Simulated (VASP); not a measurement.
# Zn6O (I4/mmm) in VASP: single point with PBE

Aim: the single point of Zn6O with PBE.

All numbers are computed with VASP 6.6.1; they aren't measurements. Logs are shortened: lines on timing, memory, paths and dates and some standing lists are left out, and cuts for length are marked.

**1. The cell of the first run**

It takes space group I4/mmm (No. 139, tetragonal). Conventional cell: a = 6.916 Å, b = 6.916 Å, c = 4.947 Å, α = 90.00°, β = 90.00°, γ = 90.00°. Within 3.3 Å of Zn (site symmetry -4m2) lie 10 Zn at 2.47 to 2.78 Å. Within 2.9 Å of Zn (site symmetry m2m) lie 1 O at 2.01 Å and 8 Zn at 2.63 to 2.84 Å. Within 2.7 Å of O (site symmetry 4/mmm) lie 4 Zn at 2.01 Å.

The cell was built from a structure type or drawn by symmetry, and may not be a known phase.

**2. Single point, PBE**

INCAR reads:

```
SYSTEM = Zn6O
  ALGO = Normal
  EDIFF = 1E-7
  ENCUT = 520
  GGA = PE
  ISIF = 2
  ISMEAR = 0
  LASPH = .TRUE.
  LCHARG = .TRUE.
  LELF = .TRUE.
  LREAL = .FALSE.
  LVHAR = .TRUE.
  LWAVE = .FALSE.
  NBANDS = 48
  NELM = 60
  PREC = Accurate
  SIGMA = 0.1
```

KPOINTS reads:

```
k-points
0
G
  8 8 8
  0 0 0
```

POSCAR reads:

```
Zn6O
1.0
   -3.4582206001      3.4582206001      2.4736677665
    3.4582206001     -3.4582206001      2.4736677665
    3.4582206001      3.4582206001     -2.4736677665
Zn O
6 1
Direct
    0.7500000000      0.2500000000      0.5000000000
    0.2500000000      0.7500000000      0.5000000000
    0.7050284473      0.7050284473      0.4100568946
    0.2949715527      0.2949715527      0.5899431054
    0.7050284473      0.2949715527      0.0000000000
    0.2949715527      0.7050284473      0.0000000000
    0.5000000000      0.5000000000      0.0000000000
```

Potentials or basis: VASP PAW PBE potentials, release 64 (Zn, O).

Launch:

```console
$ cat potpaw_PBE.64/Zn/POTCAR potpaw_PBE.64/O/POTCAR > POTCAR
$ mpirun -np 1 vasp_std > vasp.out
```

OUTCAR:

```text
SYSTEM = Zn6O
   EDIFF = 1E-7
   ENCUT = 520
   GGA = PE
   ISIF = 2
   ISMEAR = 0
   LASPH = .TRUE.
   LREAL = .FALSE.
   NELM = 60
   PREC = Accurate

 ion  position               nearest neighbor table
   1  0.750  0.250  0.500-   2 2.47   2 2.47   3 2.78   4 2.78   5 2.78   6 2.78   6 2.78   5 2.78
                             4 2.78   3 2.78
   2  0.250  0.750  0.500-   1 2.47   1 2.47   3 2.78   4 2.78   6 2.78   5 2.78   5 2.78   6 2.78
                             4 2.78   3 2.78
   3  0.705  0.705  0.410-   7 2.01   4 2.63   4 2.63   2 2.78   1 2.78   1 2.78   2 2.78   6 2.84
                             5 2.84
   4  0.295  0.295  0.590-   7 2.01   3 2.63   3 2.63   1 2.78   2 2.78   2 2.78   1 2.78   5 2.84
                             6 2.84
   5  0.705  0.295  0.000-   7 2.01   6 2.63   6 2.63   2 2.78   1 2.78   1 2.78   2 2.78   3 2.84
                             4 2.84
   6  0.295  0.705  0.000-   7 2.01   5 2.63   5 2.63   1 2.78   2 2.78   2 2.78   1 2.78   3 2.84
                             4 2.84
   7  0.500  0.500  0.000-   3 2.01   4 2.01   5 2.01   6 2.01

  LATTYP: Found a body centered tetragonal cell.
 ALAT       =     6.9164412002
 C/A-ratio  =     0.7153007435

  Lattice vectors:

 A1 = (  -3.4582206001,   3.4582206001,   2.4736677665)
 A2 = (   3.4582206001,  -3.4582206001,   2.4736677665)
 A3 = (   3.4582206001,   3.4582206001,  -2.4736677665)

Analysis of symmetry for initial positions (statically):
=====================================================================
 Subroutine PRICEL returns:
 Original cell was already a primitive cell.

 Routine SETGRP: Setting up the symmetry group for a
 body centered tetragonal supercell.

 Subroutine GETGRP returns: Found 16 space group operations
 (whereof 16 operations were pure point group operations)
 out of a pool of 16 trial point group operations.

The static configuration has the point symmetry D_4h.

Analysis of symmetry for dynamics (positions and initial velocities):
=====================================================================
 Subroutine PRICEL returns:
 Original cell was already a primitive cell.

 Routine SETGRP: Setting up the symmetry group for a
 body centered tetragonal supercell.

 Subroutine GETGRP returns: Found 16 space group operations
 (whereof 16 operations were pure point group operations)
 out of a pool of 16 trial point group operations.

The dynamic configuration has the point symmetry D_4h.

 Subroutine INISYM returns: Found 16 space group operations
 (whereof 16 operations are pure point group operations),
 and found     1 'primitive' translations
[... 111 lines left out ...]
   ISIF   =      2    stress and relaxation
   ISYM   =      2    0-nonsym 1-usesym 2-fastsym
   POTIM  = 0.5000    time-step for ionic-motion
   TEBEG  =    0.0;   TEEND  =   0.0 temperature during run
   PSTRESS=    0.0 pullay stress
   NELECT =      78.0000    total number of electrons
   NUPDOWN=      -1.0000    fix difference up-down
   EMIN   =  10.00;   EMAX   =-10.00  energy-range for DOS
   EFERMI =   0.00;   METHOD = LEGACY
   ISMEAR =     0;   SIGMA  =   0.10  broadening in eV -4-tet -1-fermi 0-gaus
   EFERMI_NEDOS =   21; number of points for ismear=-14 and -15
   IALGO  =     38    algorithm
   IMIX   =      4    mixing-type and parameters
     AMIX     =   0.40;   BMIX     =  1.00
     AMIX_MAG =   1.60;   BMIX_MAG =  1.00
  volume/ion in A,a.u.               =      16.90       114.08
  Fermi-wavevector in a.u.,A,eV,Ry     =   1.424746  2.692380 27.618482  2.029901
  Thomas-Fermi vector in A             =   2.545204
   LORBIT       =      0    0 simple, 1 ext, 2 COOP (PROOUT), +10 PAW based schemes
   GGA     = PE    functional components
   LHFCALC =     F    Hartree Fock is set to
   AEXX    =    0.0000 exact exchange contribution
   IVDW    =     0    specifies the selected vdW correction
   LEPSILON=     F    determine dielectric tensor
   LRPA    =     F    only Hartree local field effects (RPA)
 non-spin polarized calculation
 Gauss-broadening in eV      SIGMA  =   0.10
  energy-cutoff  :      520.00
  volume of cell :      118.33
 maximum number of plane-waves:      3206
 NGX is ok and might be reduce to    42
   NGX = 21   NGY = 21   NGZ = 21

 number of electron      78.0000005 magnetization

 Free energy of the ion-electron system (eV)
  ---------------------------------------------------
  ext. energy  EPLUGINS =         0.00000000
  ---------------------------------------------------
  free energy    TOTEN  =       -13.08856007 eV

  energy without entropy =      -13.07595026  energy(sigma->0) =      -13.08225516

 E-fermi :   1.5639     XC(G=0): -10.3067

 val. band max:        1.5312880374   @ k =   0.1250   0.1250  -0.0000
 cond. band min:       1.5724266541   @ k =   0.2500   0.2500   0.2500
 fundamental gap:      0.0411386166
 Fermi energy:         1.5639369826

 k-point     1 :       0.0000    0.0000    0.0000
  band No.  band energies     occupation
      1     -16.8428      2.00000
      2      -7.3487      2.00000
      3      -6.4847      2.00000
      4      -6.4847      2.00000
      5      -6.4346      2.00000
      6      -6.1832      2.00000
[... 1213 lines left out ...]
     47       8.7236      0.00000
     48       8.7454      0.00000

 [... further k-points ...]

------------------------ aborting loop because EDIFF is reached ----------------------------------------

  FORCE on cell =-STRESS in cart. coord.  units (eV):
  Direction    XX          YY          ZZ          XY          YZ          ZX
  --------------------------------------------------------------------------------------
  -------------------------------------------------------------------------------------
  Total        0.3491396      0.3491396      0.1846473      0.0000000      0.0000000      0.0000000
  in kB        4.7271894      4.7271894      2.5000386      0.0000000      0.0000000      0.0000000
  external PRESSURE =       3.9848058 kB  Pullay stress =       0.0000000 kB

 VOLUME and BASIS-vectors are now :
 -----------------------------------------------------------------------------
  energy-cutoff  :      520.00
  volume of cell :      118.33
      direct lattice vectors                 reciprocal lattice vectors
    -3.458220600  3.458220600  2.473667767     0.000000000  0.144583026  0.202129003
     3.458220600 -3.458220600  2.473667767     0.144583026  0.000000000  0.202129003
     3.458220600  3.458220600 -2.473667767     0.144583026  0.144583026  0.000000000

 POSITION                                       TOTAL-FORCE (eV/Angst)
 -----------------------------------------------------------------------------------
      0.00000      3.45822      1.23683         0.000000      0.000000     -0.000000
      3.45822      0.00000      1.23683        -0.000000      0.000000     -0.000000
      1.41807      1.41807      2.47367         0.038584      0.038584      0.000000
      2.04015      2.04015     -0.00000        -0.038584     -0.038584     -0.000000
     -1.41807      1.41807      2.47367        -0.038584      0.038584      0.000000
      1.41807     -1.41807      2.47367         0.038584     -0.038584      0.000000
      0.00000      0.00000      2.47367         0.000000      0.000000     -0.000000
 -----------------------------------------------------------------------------------
    total drift:                                0.000000      0.000000     -0.000000

  FREE ENERGIE OF THE ION-ELECTRON SYSTEM (eV)
  ---------------------------------------------------
  free  energy   TOTEN  =       -13.0885600718 eV

  energy  without entropy=      -13.0759502577  energy(sigma->0) =      -13.08225516
```

OSZICAR:

```text
N       E                     dE             d eps       ncg     rms          rms(c)
DAV:   1     0.621308796199E+03    0.62131E+03   -0.37819E+04  5680   0.241E+03
DAV:   2     0.583919421093E+02   -0.56292E+03   -0.53845E+03  5664   0.499E+02
DAV:   3    -0.130447791916E+02   -0.71437E+02   -0.69771E+02  6328   0.164E+02
DAV:   4    -0.159913237024E+02   -0.29465E+01   -0.29397E+01  6144   0.333E+01
DAV:   5    -0.160106971507E+02   -0.19373E-01   -0.19372E-01  6296   0.241E+00    0.116E+01
DAV:   6    -0.129761232960E+02    0.30346E+01   -0.11762E+01  8656   0.491E+01    0.713E+00
DAV:   7    -0.131232914532E+02   -0.14717E+00   -0.36834E+00  5752   0.172E+01    0.472E+00
DAV:   8    -0.131200639703E+02    0.32275E-02   -0.88080E-01  7136   0.149E+01    0.179E+00
DAV:   9    -0.130867166315E+02    0.33347E-01   -0.18300E-01  7280   0.711E+00    0.531E-01
DAV:  10    -0.130886055326E+02   -0.18889E-02   -0.55174E-02  6056   0.154E+00    0.165E-01
DAV:  11    -0.130889238103E+02   -0.31828E-03   -0.29256E-03  6608   0.519E-01    0.179E-01
DAV:  12    -0.130885176263E+02    0.40618E-03   -0.15444E-03  6944   0.794E-01    0.229E-02
DAV:  13    -0.130885672538E+02   -0.49627E-04   -0.52201E-04  5872   0.160E-01    0.250E-02
DAV:  14    -0.130885588955E+02    0.83582E-05   -0.34859E-05  6824   0.109E-01    0.106E-02
DAV:  15    -0.130885609007E+02   -0.20052E-05   -0.14438E-05  5872   0.291E-02    0.838E-03
DAV:  16    -0.130885602963E+02    0.60441E-06   -0.27272E-06  6416   0.261E-02    0.400E-03
DAV:  17    -0.130885601021E+02    0.19419E-06   -0.13689E-06  6056   0.310E-02    0.231E-03
DAV:  18    -0.130885600718E+02    0.30368E-07   -0.29985E-07  5072   0.752E-03
   1 F= -.13088560E+02 E0= -.13082255E+02  d E =-.126098E-01
```

stdout:

```text
POSCAR found type information on POSCAR ZnO
 POSCAR found :  2 types and       7 ions
 scaLAPACK will be used
 LDA part: xc-table for (Slater+PW92), standard interpolation
 POSCAR, INCAR and KPOINTS ok, starting setup
 FFT: planning ... GRIDC
 FFT: planning ... GRID_SOFT
 FFT: planning ... GRID
 WAVECAR not read
 entering main loop
```

Wall time 3.2 min (1 thread of Intel Xeon 6975P-C (Granite Rapids), shared host); peak memory 0.4 GiB.

What came out:

```yaml
Free_energy: -13.0886 eV
Pressure: 0.4 GPa
Largest_force: 0.055 eV/Å
Band_gap_on_the_k_mesh: zero (bands 39 and 40 overlap by 1.61 eV)
```

Forces in eV/Å, atoms in the order of the input:
```
Zn   0.000  0.000  0.000
Zn   0.000  0.000  0.000
Zn   0.039  0.039  0.000
Zn  -0.039 -0.039  0.000
Zn  -0.039  0.039  0.000
Zn   0.039 -0.039  0.000
O    0.000  0.000  0.000
```
